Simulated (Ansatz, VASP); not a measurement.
# AgPdCl3 in VASP and in Ansatz

```
Ag Pd Cl
1.0
     5.00042    0.00000    0.00000
     0.00000    5.00042    0.00000
     0.00000    0.00000    5.00042
Ag Pd Cl
1 1 3
Cartesian
  2.5002 2.5002 2.5002
  0.0000 0.0000 0.0000
  0.0000 2.5002 2.5002
  2.5002 0.0000 2.5002
  2.5002 2.5002 0.0000
```

Alike in both runs: functional PBE; k mesh 4 × 4 × 4; occupations gaussian, width 0.1 eV; collinear spin.

Ansatz relaxed the structure, and its values are those at the end. VASP's run is a single point on that final structure, the one shown.

```csv
,VASP,Ansatz
version,VASP 6.6.1,Ansatz 0.2.0
potentials or method,"VASP PAW PBE potentials, release 64 (Ag, Pd, Cl), cutoff 520 eV","scalar-relativistic, plane waves, PAW"
valence electrons in the cell,42,58
```

|  | VASP | Ansatz | Ansatz less VASP |
| --- | --- | --- | --- |
| gap on the k mesh at the Fermi level (eV) | none | none | - |
| pressure (GPa) | 0.0 | 0.1 | +0.11 |
| net moment per atom (μB) | 0.19 | 0.18 | -0.001 |
| size of the moment on the site where the two differ most (μB) | 0.79 | 0.80 | +0.011 |

Site moments also hang on the region over which each program counts them. A gap of «none» marks a metal or a gap that the smearing closes. The functional is the same, so the differences come from potentials, cutoffs and numerics. VASP's potentials hold 42 valence electrons a cell and Ansatz's 58, so a difference there can come from the potentials and not from the codes.
